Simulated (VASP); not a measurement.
A run of VASP 6.6.1:

Contents of POSCAR:

```
TaN
1.0
    3.6630404800      0.0000000000      0.0000000000
    0.0000000000      3.6630404800      0.0000000000
    0.0000000000      0.0000000000      4.5604939800
Ta N
2 2
Direct
    0.0000000000      0.5000000000      0.0000000000
    0.5000000000      0.0000000000      0.5000000000
    0.0000000000      0.0000000000      0.2500000000
    0.0000000000      0.0000000000      0.7500000000
```

INCAR.step1

```
PREC = Accurate
ENCUT = 520
ISMEAR = -1
SIGMA = 0.05
LREAL = False
LASPH = True
NELM = 60
NBANDS = 24
GGA = PE
ALGO = Normal
EDIFF = 1E-4
LWAVE = True
LCHARG = False
```

INCAR.step2

```
PREC = Accurate
ENCUT = 520
EDIFF = 1E-7
ISMEAR = -1
SIGMA = 0.05
LREAL = False
LASPH = True
NELM = 60
ALGO = Normal
ISIF = 2
LWAVE = False
LCHARG = False
METAGGA = R2SCAN
LMIXTAU = True
NBANDS = 24
ISTART = 1
```

Contents of KPOINTS:

```
regular mesh
0
Gamma
  4 4 4
```

Potentials or basis: VASP PAW PBE potentials, release 64 (Ta_pv, N).

Launch:

```bash
$ cat potpaw_PBE.64/Ta_pv/POTCAR potpaw_PBE.64/N/POTCAR > POTCAR
$ cp INCAR.step1 INCAR
$ mpirun -np 1 vasp_std > vasp.out
$ cp INCAR.step2 INCAR
$ mpirun -np 1 vasp_std > vasp.out
```

Hardware: 1 thread of Intel(R) Xeon(R) Platinum 8488C (Sapphire Rapids), on a shared host.

Question: How long does it take, and how much memory?

Answer: It took 60 s on 1 thread of Intel(R) Xeon(R) Platinum 8488C (Sapphire Rapids), with other jobs on the host, peak memory 0.18 GiB. Counts: k points 18.
